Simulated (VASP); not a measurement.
# Si5C (Pmmm) in VASP: single point with PBE

Aim: the single point of Si5C with PBE.

Program: VASP 6.6.1. These are calculated values, not measurements. Logs are shortened: lines on timing, memory, paths and dates and some standing lists are left out, and cuts for length are marked.

## 1. The cell of the first run

The structure is orthorhombic, space group Pmmm (No. 47). Conventional cell: a = 3.360 Å, b = 3.499 Å, c = 7.369 Å, α = 90.00°, β = 90.00°, γ = 90.00°. Within 3.2 Å of Si (site symmetry mm2) lie 6 Si at 2.40 to 2.51 Å. Si (site symmetry mm2) has 1 C at 1.86 Å and 4 Si at 2.51 Å within 2.6 Å. Si (site symmetry mmm) has 4 C at 2.43 Å and 10 Si at 2.49 to 3.05 Å within 3.2 Å. Within 2.5 Å of C (site symmetry mmm) lie 6 Si at 1.86 to 2.43 Å.

The cell was generated, and may not be a known phase.

## 2. Single point, PBE

Input file INCAR:

```
PREC = Accurate
ENCUT = 520
EDIFF = 1E-6
ISMEAR = 0
SIGMA = 0.1
LREAL = False
LASPH = True
NELM = 80
ALGO = Fast
ISIF = 2
LWAVE = False
LCHARG = False
GGA = PE
NBANDS = 21
```

Input file KPOINTS:

```
Automatic mesh
0
Gamma
  12 10 6
```

Input file POSCAR:

```
Si5C
1.0
    3.3603291026      0.0000000000      0.0000000000
    0.0000000000      3.4985222069      0.0000000000
    0.0000000000      0.0000000000      7.3691505306
Si C
5 1
Direct
    0.5000000000      0.5000000000      0.3374950095
    0.0000000000      0.0000000000      0.2518995633
    0.5000000000      0.5000000000      0.6625049905
    0.0000000000      0.0000000000      0.7481004367
    0.5000000000      0.5000000000      0.0000000000
    0.0000000000      0.0000000000      0.0000000000
```

Potentials or basis: VASP PAW PBE potentials, release 64 (Si, C).

Run with:

```sh
cat potpaw_PBE.64/Si/POTCAR potpaw_PBE.64/C/POTCAR > POTCAR
mpirun -np 1 vasp_std > vasp.out
```

OUTCAR:

```text
PREC = Accurate
   ENCUT = 520
   EDIFF = 1E-6
   ISMEAR = 0
   LREAL = False
   LASPH = True
   NELM = 80
   ISIF = 2
   GGA = PE

 ion  position               nearest neighbor table
   1  0.500  0.500  0.337-   3 2.40   5 2.49   2 2.51   2 2.51   2 2.51   2 2.51
   2  0.000  0.000  0.252-   6 1.86   1 2.51   1 2.51   1 2.51   1 2.51   5 3.05   5 3.05   5 3.05
                             5 3.05
   3  0.500  0.500  0.663-   1 2.40   5 2.49   4 2.51   4 2.51   4 2.51   4 2.51
   4  0.000  0.000  0.748-   6 1.86   3 2.51   3 2.51   3 2.51   3 2.51   5 3.05   5 3.05   5 3.05
                             5 3.05
   5  0.500  0.500  0.000-   6 2.43   6 2.43   6 2.43   6 2.43   1 2.49   3 2.49   4 3.05   4 3.05
                             2 3.05   4 3.05   2 3.05   2 3.05   4 3.05   2 3.05
   6  0.000  0.000  0.000-   2 1.86   4 1.86   5 2.43   5 2.43   5 2.43   5 2.43

  LATTYP: Found a simple orthorhombic cell.
 ALAT       =     3.3603291026
 B/A-ratio  =     1.0411248720
 C/A-ratio  =     2.1929847660

  Lattice vectors:

 A1 = (   3.3603291026,   0.0000000000,   0.0000000000)
 A2 = (   0.0000000000,   3.4985222069,   0.0000000000)
 A3 = (   0.0000000000,   0.0000000000,   7.3691505306)

Analysis of symmetry for initial positions (statically):
=====================================================================
 Subroutine PRICEL returns:
 Original cell was already a primitive cell.

 Routine SETGRP: Setting up the symmetry group for a
 simple orthorhombic supercell.

 Subroutine GETGRP returns: Found  8 space group operations
 (whereof  8 operations were pure point group operations)
 out of a pool of  8 trial point group operations.

The static configuration has the point symmetry D_2h.

Analysis of symmetry for dynamics (positions and initial velocities):
=====================================================================
 Subroutine PRICEL returns:
 Original cell was already a primitive cell.

 Routine SETGRP: Setting up the symmetry group for a
 simple orthorhombic supercell.

 Subroutine GETGRP returns: Found  8 space group operations
 (whereof  8 operations were pure point group operations)
 out of a pool of  8 trial point group operations.

The dynamic configuration has the point symmetry D_2h.

 Subroutine INISYM returns: Found  8 space group operations
 (whereof  8 operations are pure point group operations),
 and found     1 'primitive' translations

----------------------------------------------------------------------------------------

                                     Primitive cell

  volume of cell :      86.6331

  direct lattice vectors                    reciprocal lattice vectors
     3.360329103  0.000000000  0.000000000     0.297589900  0.000000000  0.000000000
     0.000000000  3.498522207  0.000000000     0.000000000  0.285834973  0.000000000
     0.000000000  0.000000000  7.369150531     0.000000000  0.000000000  0.135700851

  length of vectors
     3.360329103  3.498522207  7.369150531     0.297589900  0.285834973  0.135700851

  position of ions in fractional coordinates (direct lattice)
     0.500000000  0.500000000  0.337495010
     0.000000000  0.000000000  0.251899563
     0.500000000  0.500000000  0.662504990
     0.000000000  0.000000000  0.748100437
     0.500000000  0.500000000  0.000000000
     0.000000000  0.000000000  0.000000000

  ion indices of the primitive-cell ions
   primitive index   ion index
                 1           1
                 2           2
                 3           3
                 4           4
                 5           5
                 6           6

----------------------------------------------------------------------------------------

 KPOINTS: Automatic mesh

Automatic generation of k-mesh.
 Grid dimensions read from file:
 generate k-points for:   12   10    6

 Generating k-lattice:

  Cartesian coordinates                     Fractional coordinates (reciprocal lattice)
     0.024799158  0.000000000  0.000000000     0.083333333  0.000000000  0.000000000
     0.000000000  0.028583497  0.000000000     0.000000000  0.100000000  0.000000000
     0.000000000  0.000000000  0.022616809     0.000000000  0.000000000  0.166666667

  Length of vectors
     0.024799158  0.028583497  0.022616809

  Shift w.r.t. Gamma in fractional coordinates (k-lattice)
     0.000000000  0.000000000  0.000000000

 Subroutine IBZKPT returns following result:
 ===========================================

 Found    168 irreducible k-points:

 Following reciprocal coordinates:
            Coordinates               Weight
  0.000000  0.000000  0.000000      1.000000
  0.083333  0.000000  0.000000      2.000000
  0.166667  0.000000  0.000000      2.000000
  0.250000  0.000000  0.000000      2.000000
  0.333333  0.000000  0.000000      2.000000
  0.416667  0.000000  0.000000      2.000000
[... 16 lines left out ...]
  0.083333  0.300000  0.000000      4.000000
  0.166667  0.300000  0.000000      4.000000
 [... further k-points ...]
   k-points           NKPTS =    168   k-points in BZ     NKDIM =    168   number of bands    NBANDS=     21
   number of dos      NEDOS =    301   number of ions     NIONS =      6
   total plane-waves  NPLWV =  43904
   dimension x,y,z NGX =    28 NGY =   28 NGZ =   56
   dimension x,y,z NGXF=    56 NGYF=   56 NGZF=  112
   ions per type =               5   1
   NGX,Y,Z   is equivalent  to a cutoff of  13.85, 13.31, 12.63 a.u.
   NGXF,Y,Z  is equivalent  to a cutoff of  27.70, 26.61, 25.27 a.u.
 SYSTEM =  unknown system
   PREC   = accura    normal or accurate (medium, high low for compatibility)
   ISTART =      0    job   : 0-new  1-cont  2-samecut
   ICHARG =      2    charge: 1-file 2-atom 10-const
   ISPIN  =      1    spin polarized calculation?
   LNONCOLLINEAR =      F non collinear calculations
   LSORBIT =      F    spin-orbit coupling
   LASPH  =      T    aspherical Exc in radial PAW
   ENCUT  =  520.0 eV  38.22 Ry    6.18 a.u.   6.25  6.50 13.70*2*pi/ulx,y,z
   NELM   =     80;   NELMIN=  2; NELMDL= -5     # of ELM steps
   EDIFF  = 0.1E-05   stopping-criterion for ELM
   LREAL  =      F    real-space projection
   EDIFFG = 0.1E-04   stopping-criterion for IOM
   NSW    =      0    number of steps for IOM
   IBRION =     -1    ionic relax: 0-MD 1-quasi-New 2-CG
   NFREE  =      0    steps in history (QN), initial steepest desc. (CG)
   ISIF   =      2    stress and relaxation
   ISYM   =      2    0-nonsym 1-usesym 2-fastsym
   POTIM  = 0.5000    time-step for ionic-motion
   TEBEG  =    0.0;   TEEND  =   0.0 temperature during run
   PSTRESS=    0.0 pullay stress
   NELECT =      24.0000    total number of electrons
   NUPDOWN=      -1.0000    fix difference up-down
   EMIN   =  10.00;   EMAX   =-10.00  energy-range for DOS
   EFERMI =   0.00;   METHOD = LEGACY
   ISMEAR =     0;   SIGMA  =   0.10  broadening in eV -4-tet -1-fermi 0-gaus
   EFERMI_NEDOS =   21; number of points for ismear=-14 and -15
   IALGO  =     68    algorithm
   IMIX   =      4    mixing-type and parameters
     AMIX     =   0.40;   BMIX     =  1.00
     AMIX_MAG =   1.60;   BMIX_MAG =  1.00
  volume/ion in A,a.u.               =      14.44        97.44
  Fermi-wavevector in a.u.,A,eV,Ry     =   1.067212  2.016738 15.496233  1.138941
  Thomas-Fermi vector in A             =   2.202821
   LORBIT       =      0    0 simple, 1 ext, 2 COOP (PROOUT), +10 PAW based schemes
   GGA     = PE    functional components
   LHFCALC =     F    Hartree Fock is set to
   AEXX    =    0.0000 exact exchange contribution
   IVDW    =     0    specifies the selected vdW correction
   LEPSILON=     F    determine dielectric tensor
   LRPA    =     F    only Hartree local field effects (RPA)
 non-spin polarized calculation
 RMM-DIIS sequential band-by-band and
 Gauss-broadening in eV      SIGMA  =   0.10
  energy-cutoff  :      520.00
  volume of cell :       86.63
 maximum number of plane-waves:      2353
 NGX is ok and might be reduce to    28
   NGX = 13   NGY = 13   NGZ = 27

 number of electron      24.0000000 magnetization

 Free energy of the ion-electron system (eV)
  ---------------------------------------------------
  ext. energy  EPLUGINS =         0.00000000
  ---------------------------------------------------
  free energy    TOTEN  =       -33.05556797 eV

  energy without entropy =      -33.04626956  energy(sigma->0) =      -33.05091877

 E-fermi :   8.5699     XC(G=0): -10.7608

 val. band max:        8.5676715110   @ k =   0.2500   0.0000   0.1667
 cond. band min:       8.5720809687   @ k =   0.4167   0.2000   0.5000
 fundamental gap:      0.0044094577
 Fermi energy:         8.5699252202

 k-point     1 :       0.0000    0.0000    0.0000
  band No.  band energies     occupation
      1      -6.2597      2.00000
      2      -3.4325      2.00000
      3      -2.5711      2.00000
      4       3.2220      2.00000
      5       3.3207      2.00000
      6       4.4645      2.00000
[... 13 lines left out ...]
     20      14.9589      0.00000
     21      15.2454      0.00000

 k-point     2 :       0.0833    0.0000    0.0000
  band No.  band energies     occupation
      1      -6.1832      2.00000
      2      -3.3475      2.00000
      3      -2.5003      2.00000
      4       2.8982      2.00000
      5       3.2326      2.00000
      6       4.5364      2.00000
[... 13 lines left out ...]
     20      14.9062      0.00000
     21      15.1245      0.00000

 k-point     3 :       0.1667    0.0000    0.0000
  band No.  band energies     occupation
      1      -5.9563      2.00000
      2      -3.0932      2.00000
      3      -2.2970      2.00000
      4       1.9159      2.00000
      5       3.1825      2.00000
      6       4.3902      2.00000
[... 13 lines left out ...]
     20      14.5888      0.00000
     21      14.8114      0.00000

 k-point     4 :       0.2500    0.0000    0.0000
  band No.  band energies     occupation
      1      -5.5888      2.00000
      2      -2.6721      2.00000
      3      -2.0057      2.00000
      4       0.8422      2.00000
      5       2.7219      2.00000
      6       3.7253      2.00000
[... 13 lines left out ...]
     20      13.9790      0.00000
     21      14.6477      0.00000

 k-point     5 :       0.3333    0.0000    0.0000
  band No.  band energies     occupation
      1      -5.1064      2.00000
      2      -2.0901      2.00000
      3      -1.8150      2.00000
      4       0.0731      2.00000
      5       1.7397      2.00000
      6       2.7236      2.00000
[... 13 lines left out ...]
     20      12.9831      0.00000
     21      14.3751      0.00000

 k-point     6 :       0.4167    0.0000    0.0000
  band No.  band energies     occupation
      1      -4.5888      2.00000
      2      -2.0907      2.00000
      3      -1.3648      2.00000
      4       0.1105      2.00000
      5       0.6626      2.00000
      6       1.6902      2.00000
[... 13 lines left out ...]
     20      12.6521      0.00000
     21      13.4505      0.00000

 k-point     7 :       0.5000    0.0000    0.0000
  band No.  band energies     occupation
      1      -4.3093      2.00000
      2      -2.3755      2.00000
      3      -0.7317      2.00000
      4      -0.0988      2.00000
      5       0.6936      2.00000
      6       0.8499      2.00000
[... 13 lines left out ...]
     20      12.7770      0.00000
     21      13.1660      0.00000
[... 291 lines left out ...]
      1      -4.2757      2.00000
      2      -1.7204      2.00000
      3      -0.9497      2.00000
      4       0.5411      2.00000
      5       1.0346      2.00000
      6       1.9788      2.00000
[... 13 lines left out ...]
     20      14.8358      0.00000
     21      15.3419      0.00000

 k-point    21 :       0.5000    0.2000    0.0000
  band No.  band energies     occupation
      1      -4.0316      2.00000
      2      -1.9386      2.00000
      3      -0.3579      2.00000
      4       0.3384      2.00000
      5       1.0894      2.00000
      6       1.1997      2.00000
[... 13 lines left out ...]
     20      15.0623      0.00000
     21      15.3129      0.00000

 k-point    22 :       0.0000    0.3000    0.0000
  band No.  band energies     occupation
      1      -5.3860      2.00000
      2      -2.4254      2.00000
      3      -1.9902      2.00000
      4       0.0040      2.00000
      5       1.8207      2.00000
      6       2.7924      2.00000
[... 13 lines left out ...]
     20      13.7066      0.00000
     21      14.9054      0.00000

 k-point    23 :       0.0833    0.3000    0.0000
  band No.  band energies     occupation
      1      -5.3150      2.00000
      2      -2.3425      2.00000
      3      -1.9270      2.00000
      4       0.0797      2.00000
      5       1.8774      2.00000
      6       2.8356      2.00000
[... 13 lines left out ...]
     20      13.5183      0.00000
     21      15.0619      0.00000

 k-point    24 :       0.1667    0.3000    0.0000
  band No.  band energies     occupation
      1      -5.1057      2.00000
      2      -2.0950      2.00000
      3      -1.7473      2.00000
      4       0.2994      2.00000
      5       2.0284      2.00000
      6       2.9006      2.00000
[... 13 lines left out ...]
     20      14.6949      0.00000
     21      15.3862      0.00000

 [... further k-points ...]
[... 5 lines left out ...]
  --------------------------------------------------------------------------------------
  -------------------------------------------------------------------------------------
  Total       -0.0066301     -0.0420737     -0.0481283      0.0000000      0.0000000      0.0000000
  in kB       -0.1226157     -0.7781029     -0.8900762      0.0000000      0.0000000      0.0000000
  external PRESSURE =      -0.5969316 kB  Pullay stress =       0.0000000 kB

 VOLUME and BASIS-vectors are now :
 -----------------------------------------------------------------------------
  energy-cutoff  :      520.00
  volume of cell :       86.63
      direct lattice vectors                 reciprocal lattice vectors
     3.360329103  0.000000000  0.000000000     0.297589900  0.000000000  0.000000000
     0.000000000  3.498522207  0.000000000     0.000000000  0.285834973  0.000000000
     0.000000000  0.000000000  7.369150531     0.000000000  0.000000000  0.135700851

 POSITION                                       TOTAL-FORCE (eV/Angst)
 -----------------------------------------------------------------------------------
      1.68016      1.74926      2.48705         0.000000     -0.000000      0.004229
      0.00000      0.00000      1.85629         0.000000     -0.000000     -0.007242
      1.68016      1.74926      4.88210        -0.000000     -0.000000     -0.004229
      0.00000      0.00000      5.51286         0.000000      0.000000      0.007242
      1.68016      1.74926      0.00000         0.000000     -0.000000      0.000000
      0.00000      0.00000      0.00000         0.000000     -0.000000      0.000000
 -----------------------------------------------------------------------------------
    total drift:                               -0.000000      0.000000     -0.000000

  FREE ENERGIE OF THE ION-ELECTRON SYSTEM (eV)
  ---------------------------------------------------
  free  energy   TOTEN  =       -33.0555679737 eV

  energy  without entropy=      -33.0462695643  energy(sigma->0) =      -33.05091877
```

It took 4.6 min on 1 thread of AMD EPYC 9755, shared host; peak memory 0.33 GiB.

What came out:

```yaml
Free_energy: -33.0556 eV
Pressure: -0.1 GPa
Largest_force: 0.007 eV/Å
Band_gap_on_the_k_mesh: zero (bands 12 and 13 overlap by 4.21 eV)
```

Forces on the atoms (eV/Å):
```
Si   0.000  0.000  0.004
Si   0.000  0.000 -0.007
Si   0.000  0.000 -0.004
Si   0.000  0.000  0.007
Si   0.000  0.000  0.000
C    0.000  0.000  0.000
```

Levels at points of the mesh, in eV from the Fermi level:
| k point | band 10 | band 11 | band 12 | band 13 | band 14 | band 15 |
| --- | --- | --- | --- | --- | --- | --- |
| (0.00, 0.00, 0.00) | -1.38 | -0.79 | -0.54 | -0.06 | 1.13 | 1.77 |
| (0.50, 0.00, 0.00) | -0.36 | -0.11 | 0.35 | 0.38 | 1.46 | 1.61 |
| (0.00, 0.50, 0.00) | -0.57 | 0.46 | 0.59 | 0.91 | 1.93 | 2.04 |
| (0.50, 0.50, 0.00) | -5.04 | -4.09 | -3.99 | -1.89 | 0.91 | 1.51 |
| (0.00, 0.00, 0.50) | -1.30 | -1.05 | 0.30 | 1.03 | 2.09 | 2.41 |
| (0.50, 0.00, 0.50) | 0.27 | 0.39 | 0.51 | 0.81 | 1.03 | 1.88 |
| (0.00, 0.50, 0.50) | 0.71 | 0.96 | 1.08 | 1.49 | 1.63 | 2.26 |
| (0.50, 0.50, 0.50) | -3.38 | -3.23 | -2.86 | -2.82 | -2.70 | 1.19 |
